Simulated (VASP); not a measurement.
Wanted: the native input for a VASP 6.6.1 run.

| Property | Result |
| --- | --- |
| Task | electric field gradients |
| Functional | LDA |
| Potentials or basis | VASP PAW LDA potentials, release 64 (Li_sv, Nb_sv, O) |
| Cutoff | 520 eV |
| k mesh | 7 × 7 × 7 |
| Occupations | fermi-dirac, width 0.02 eV |
| Spin | no spin polarisation |
| Dipole correction | no |
| Further INCAR settings | ALGO = Normal; EDIFF = 1e-08; NBANDS = 45 |

The structure of LiNbO3 lies in POSCAR:

```
LiNbO3
1.0
    2.5689010133      1.4831556916      4.4995700000
   -2.5689010133      1.4831556916      4.4995700000
    0.0000000000     -2.9663113832      4.4995700000
Li Nb O
2 2 6
Direct
    0.7500000000      0.7500000000      0.7500000000
    0.2500000000      0.2500000000      0.2500000000
    0.5000000000      0.5000000000      0.5000000000
    0.0000000000      0.0000000000      0.0000000000
    0.6215198159      0.8784801841      0.2500000000
    0.2500000000      0.6215198159      0.8784801841
    0.8784801841      0.2500000000      0.6215198159
    0.7500000000      0.3784801841      0.1215198159
    0.3784801841      0.1215198159      0.7500000000
    0.1215198159      0.7500000000      0.3784801841
```

One way to write it, as run:

INCAR

```
ALGO = Normal ; EDIFF = 1E-8
ENCUT = 520 ; GGA = CA
ISIF = 2 ; ISMEAR = -1
LASPH = T ; LCHARG = F
LEFG = T ; LREAL = F
LWAVE = F ; NBANDS = 45
NELM = 60 ; PREC = Accurate
SIGMA = 0.02
```

KPOINTS

```
k-points
0
Gamma
  7 7 7
```

Potentials or basis: VASP PAW LDA potentials, release 64 (Li_sv, Nb_sv, O).

Command:

```console
$ cat potpaw_LDA.64/Li_sv/POTCAR potpaw_LDA.64/Nb_sv/POTCAR potpaw_LDA.64/O/POTCAR > POTCAR
$ mpirun -np 1 vasp_std > vasp.out
```

Results of the run:

The largest force is 0.211 eV/Å, the band gap on the k mesh is 2.58 eV (least direct gap 2.63 eV) and the largest electric field gradient by atom is Li +1.3; Nb +3.6; O -4.9 V/Å².

Caveat: without QUAD_EFG the Cq values of the log hold for a quadrupole moment of 1 mb, not for the nuclei.

Run time: 4.8 min on 1 thread of Oxide Virtual Turin-like Processor (shared host), peak memory 0.27 GiB.
